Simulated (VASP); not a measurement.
Here is a VASP 6.6.1 calculation.

The input INCAR:

```
PREC = Accurate
ENCUT = 600
EDIFF = 1E-7
ISMEAR = 0
SIGMA = 0.1
LREAL = F
LASPH = T
NELM = 120
ALGO = Normal
ISIF = 3
LWAVE = F
LCHARG = F
GGA = PE
IBRION = 2
NSW = 90
EDIFFG = -0.04
GGA_COMPAT = F
NELMIN = 4
```

KPOINTS

```
Automatic mesh
0
Gamma
  6 6 6
```

The input POSCAR:

```
Be3NbP
1.0
    3.6968802100      0.0000000000      0.0000000000
    0.0000000000      3.6968802100      0.0000000000
    0.0000000000      0.0000000000      3.6968802100
Be Nb P
3 1 1
Direct
    0.0000000000      0.5000000000      0.5000000000
    0.5000000000      0.5000000000      0.0000000000
    0.5000000000      0.0000000000      0.5000000000
    0.0000000000      0.0000000000      0.0000000000
    0.5000000000      0.5000000000      0.5000000000
```

Potentials or basis: VASP PAW PBE potentials, release 64 (Be, Nb_sv, P).

The run is started by

```bash
$ cat potpaw_PBE.64/Be/POTCAR potpaw_PBE.64/Nb_sv/POTCAR potpaw_PBE.64/P/POTCAR > POTCAR
$ mpirun -np 1 vasp_std > vasp.out
```

Problem. Estimate the relaxed volume.

Solution. 12.86 Å³/atom.

Problem. What does it give for the band gap on the k mesh?

Solution. Zero (bands 12 and 13 overlap by 1.71 eV).

Problem. Predict the relaxed cell.

Solution. a = 4.006 Å, b = 4.006 Å, c = 4.006 Å, α = 90.00°, β = 90.00°, γ = 90.00°.

Final structure:
```
Be Nb P
1.0
     4.00612    0.00000    0.00000
     0.00000    4.00612    0.00000
     0.00000    0.00000    4.00612
Be Nb P
3 1 1
Direct
  0.00000 0.50000 0.50000
  0.50000 0.50000 0.00000
  0.50000 0.00000 0.50000
  0.00000 0.00000 0.00000
  0.50000 0.50000 0.50000
```

Caveat: the volume moved by over 15 % at a fixed basis, so the end points are rough.
